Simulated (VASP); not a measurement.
# As (P6/mmm) in VASP: density of states with PBE

Aim: the density of states of As with PBE.

Program: VASP 6.6.1. These are calculated values, not measurements. Logs are shortened: lines on timing, memory, paths and dates and some standing lists are left out, and cuts for length are marked.

## Step 1: The cell of the first run

It takes space group P6/mmm (No. 191, hexagonal). The conventional cell has a = 4.566 Å, b = 4.566 Å, c = 2.834 Å, α = 90.00°, β = 90.00°, γ = 120.00°. Within 3.5 Å of As (site symmetry -6m2) lie 5 As at 2.64 to 2.83 Å.

## Step 2: Density of states, PBE

Contents of POSCAR:

```
As
1.0
    4.5662958412      0.0000000000      0.0000000000
   -2.2831479206      3.9545281997      0.0000000000
    0.0000000000      0.0000000000      2.8337550774
As
2
Direct
    0.3333333333      0.6666666667      0.0000000000
    0.6666666667      0.3333333333      0.0000000000
```

Contents of INCAR.step1:

```
PREC = Accurate
ENCUT = 520
EDIFF = 1E-7
ISMEAR = 0
SIGMA = 0.1
LREAL = F
LASPH = T
NELM = 100
ALGO = Normal
ISIF = 2
LWAVE = F
LCHARG = T
GGA = PE
NBANDS = 12
```

Contents of KPOINTS.step1:

```
Automatic mesh
0
Gamma
  15 15 20
```

Contents of INCAR.step2:

```
PREC = Accurate
ENCUT = 520
EDIFF = 1E-7
ISMEAR = -5
SIGMA = 0.1
LREAL = F
LASPH = T
NELM = 100
ALGO = Normal
ISIF = 2
LWAVE = F
LCHARG = F
GGA = PE
LORBIT = 11
NBANDS = 12
NEDOS = 1001
ICHARG = 11
```

Contents of KPOINTS.step2:

```
Automatic mesh
0
Gamma
  23 23 30
```

Potentials or basis: VASP PAW PBE potentials, release 64 (As).

The run is started by

```console
$ cat potpaw_PBE.64/As/POTCAR > POTCAR
$ cp INCAR.step1 INCAR
$ cp KPOINTS.step1 KPOINTS
$ mpirun -np 1 vasp_std > vasp.out
$ cp INCAR.step2 INCAR
$ cp KPOINTS.step2 KPOINTS
$ mpirun -np 1 vasp_std > vasp.out
```

OUTCAR:

```text
PREC = Accurate
   ENCUT = 520
   EDIFF = 1E-7
   ISMEAR = -5
   LREAL = F
   LASPH = T
   NELM = 100
   ISIF = 2
   GGA = PE
   LORBIT = 11
   ICHARG = 11

 ion  position               nearest neighbor table
   1  0.333  0.667  0.000-   2 2.64   2 2.64   2 2.64
   2  0.667  0.333  0.000-   1 2.64   1 2.64   1 2.64

  LATTYP: Found a hexagonal cell.
 ALAT       =     4.5662958412
 C/A-ratio  =     0.6205807017

  Lattice vectors:

 A1 = (   4.5662958412,   0.0000000000,   0.0000000000)
 A2 = (  -2.2831479206,   3.9545281997,   0.0000000000)
 A3 = (   0.0000000000,   0.0000000000,   2.8337550774)

Analysis of symmetry for initial positions (statically):
=====================================================================
 Subroutine PRICEL returns:
 Original cell was already a primitive cell.

 Routine SETGRP: Setting up the symmetry group for a
 hexagonal supercell.

 Subroutine GETGRP returns: Found 24 space group operations
 (whereof 24 operations were pure point group operations)
 out of a pool of 24 trial point group operations.

The static configuration has the point symmetry D_6h.

Analysis of symmetry for dynamics (positions and initial velocities):
=====================================================================
 Subroutine PRICEL returns:
 Original cell was already a primitive cell.

 Routine SETGRP: Setting up the symmetry group for a
 hexagonal supercell.

 Subroutine GETGRP returns: Found 24 space group operations
 (whereof 24 operations were pure point group operations)
 out of a pool of 24 trial point group operations.

The dynamic configuration has the point symmetry D_6h.

 Subroutine INISYM returns: Found 24 space group operations
 (whereof 24 operations are pure point group operations),
 and found     1 'primitive' translations

----------------------------------------------------------------------------------------

                                     Primitive cell

  volume of cell :      51.1707

  direct lattice vectors                    reciprocal lattice vectors
     4.566295841  0.000000000  0.000000000     0.218995885  0.126437333  0.000000000
    -2.283147921  3.954528200  0.000000000     0.000000000  0.252874667  0.000000000
     0.000000000  0.000000000  2.833755077     0.000000000  0.000000000  0.352888649
[... 93 lines left out ...]
   ISYM   =      2    0-nonsym 1-usesym 2-fastsym
   POTIM  = 0.5000    time-step for ionic-motion
   TEBEG  =    0.0;   TEEND  =   0.0 temperature during run
   PSTRESS=    0.0 pullay stress
   NELECT =      10.0000    total number of electrons
   NUPDOWN=      -1.0000    fix difference up-down
   EMIN   =  10.00;   EMAX   =-10.00  energy-range for DOS
   EFERMI =   0.00;   METHOD = LEGACY
   ISMEAR =    -5;   SIGMA  =   0.10  broadening in eV -4-tet -1-fermi 0-gaus
   EFERMI_NEDOS =   21; number of points for ismear=-14 and -15
   IALGO  =     38    algorithm
   IMIX   =      4    mixing-type and parameters
     AMIX     =   0.40;   BMIX     =  1.00
     AMIX_MAG =   1.60;   BMIX_MAG =  1.00
  volume/ion in A,a.u.               =      25.59       172.66
  Fermi-wavevector in a.u.,A,eV,Ry     =   0.950024  1.795285 12.279873  0.902545
  Thomas-Fermi vector in A             =   2.078362
   LORBIT       =     11    0 simple, 1 ext, 2 COOP (PROOUT), +10 PAW based schemes
   GGA     = PE    functional components
   LHFCALC =     F    Hartree Fock is set to
   AEXX    =    0.0000 exact exchange contribution
   IVDW    =     0    specifies the selected vdW correction
   LEPSILON=     F    determine dielectric tensor
   LRPA    =     F    only Hartree local field effects (RPA)
 non-spin polarized calculation
 Fermi weights with tetrahedron method with Bloechl corrections
  energy-cutoff  :      520.00
  volume of cell :       51.17
 maximum number of plane-waves:      1414
 NGX is ok and might be reduce to    36

 number of electron       9.9999998 magnetization

 Free energy of the ion-electron system (eV)
  ---------------------------------------------------
  ext. energy  EPLUGINS =         0.00000000
  ---------------------------------------------------
  free energy    TOTEN  =        -8.90542115 eV

  energy without entropy =       -8.90542115  energy(sigma->0) =       -8.90542115

 E-fermi :   3.9127     XC(G=0):  -9.0135

 val. band max:        3.9342357115   @ k =   0.2174   0.2174   0.4333
 cond. band min:       3.8810247277   @ k =   0.3478   0.3043   0.0667
 fundamental gap:     -0.0532109838
 Fermi energy:         3.9127018323

 k-point     1 :       0.0000    0.0000    0.0000
  band No.  band energies     occupation
      1     -10.3377      2.00000
      2      -4.7390      2.00000
      3      -0.3744      2.00000
      4      -0.3744      2.00000
      5       3.9272      0.00000
      6       3.9272      0.00000
      7       7.0890      0.00000
      8       8.5005      0.00000
      9      10.9763      0.00000
     10      12.2351      0.00000
     11      18.0772      0.00000
     12      18.0776      0.00000
[... 331 lines left out ...]
 k-point    24 :       0.0870    0.0870    0.0000
  band No.  band energies     occupation
      1     -10.1756      2.00000
      2      -5.3668      2.00000
      3      -0.6370      2.00000
      4       0.1778      2.00000
      5       3.8376      2.00000
      6       4.5556      0.00000
      7       7.2271      0.00000
      8       9.4050      0.00000
      9      10.6874      0.00000
     10      12.3509      0.00000
     11      15.8704      0.00000
     12      16.9548      0.00000

 [... further k-points ...]
[... 5 lines left out ...]
  --------------------------------------------------------------------------------------
  -------------------------------------------------------------------------------------
  Total        0.0189255      0.0189255      0.1141171     -0.0000000      0.0000000      0.0000000
  in kB        0.5925666      0.5925666      3.5730589     -0.0000000      0.0000000      0.0000000
  external PRESSURE =       1.5860640 kB  Pullay stress =       0.0000000 kB

 VOLUME and BASIS-vectors are now :
 -----------------------------------------------------------------------------
  energy-cutoff  :      520.00
  volume of cell :       51.17
      direct lattice vectors                 reciprocal lattice vectors
     4.566295841  0.000000000  0.000000000     0.218995885  0.126437333  0.000000000
    -2.283147921  3.954528200  0.000000000     0.000000000  0.252874667  0.000000000
     0.000000000  0.000000000  2.833755077     0.000000000  0.000000000  0.352888649

 POSITION                                       TOTAL-FORCE (eV/Angst)
 -----------------------------------------------------------------------------------
     -0.00000      2.63635      0.00000         0.000000      0.000000      0.000000
      2.28315      1.31818      0.00000        -0.000000      0.000000      0.000000
 -----------------------------------------------------------------------------------
    total drift:                               -0.000000      0.000000      0.000000

  FREE ENERGIE OF THE ION-ELECTRON SYSTEM (eV)
  ---------------------------------------------------
  free  energy   TOTEN  =        -8.9054211458 eV

  energy  without entropy=       -8.9054211458  energy(sigma->0) =       -8.90542115

 total charge

# of ion       s       p       d       tot
------------------------------------------
    1        1.318   1.301   0.040   2.659
    2        1.318   1.301   0.040   2.659
--------------------------------------------------
tot          2.637   2.602   0.080   5.319
```

It took 3.1 min on 1 thread of Intel Xeon Platinum 8488C (Sapphire Rapids), shared host; peak memory 0.57 GiB.

What came out:

```yaml
Valence_electrons_inside_the_program's_atomic_spheres: As 2.66
```

Levels at points of the mesh, in eV from the Fermi level:
| k point | band 3 | band 4 | band 5 | band 6 | band 7 | band 8 |
| --- | --- | --- | --- | --- | --- | --- |
| (0.00, 0.00, 0.00) | -4.29 | -4.29 | 0.01 | 0.01 | 3.18 | 4.59 |
| (0.00, 0.00, 0.50) | -5.85 | -2.32 | -2.32 | -1.66 | 2.32 | 2.32 |

Caveat: tetrahedron occupations give inexact forces and stress in metals.
